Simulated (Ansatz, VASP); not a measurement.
## In2BAs3: VASP beside Ansatz

```
CELL_PARAMETERS angstrom
-2.85980 2.85980 4.18927
2.85980 -2.85980 4.18927
2.85980 2.85980 -4.18927
ATOMIC_POSITIONS crystal
In 0.50000 0.00000 0.50000
In 0.00000 0.50000 0.50000
B 0.50000 0.50000 0.00000
As 0.75172 0.75172 0.00000
As 0.24828 0.24828 0.00000
As 0.00000 0.00000 0.00000
```

Alike in both runs: task relaxation of cell and atoms; functional PBE; k mesh 4 × 4 × 4; occupations gaussian, width 0.1 eV; no spin polarisation.

|  | VASP | Ansatz |
| --- | --- | --- |
| version | VASP 6.6.1 | Ansatz 0.2.0 |
| potentials or method | VASP PAW PBE potentials, release 64 (In_d, B, As), cutoff 600 eV | scalar-relativistic, plane waves, PAW |
| valence electrons in the cell | 44 | 74 |

```tsv
	VASP	Ansatz	Ansatz less VASP
gap on the k mesh at the Fermi level, each at its own relaxed structure (eV)	none	none	-
relaxed volume (Å³/atom)	23.69	23.65	-0.043
relaxed cell length with the largest relative difference (Å)	6.150	6.139	-0.0111
```

A gap of «none» marks a metal or a gap that the smearing closes. VASP's potentials hold 44 valence electrons a cell and Ansatz's 74, so a difference there can come from the potentials and not from the codes.

The k mesh is coarse, so the values compare programs but aren't converged.
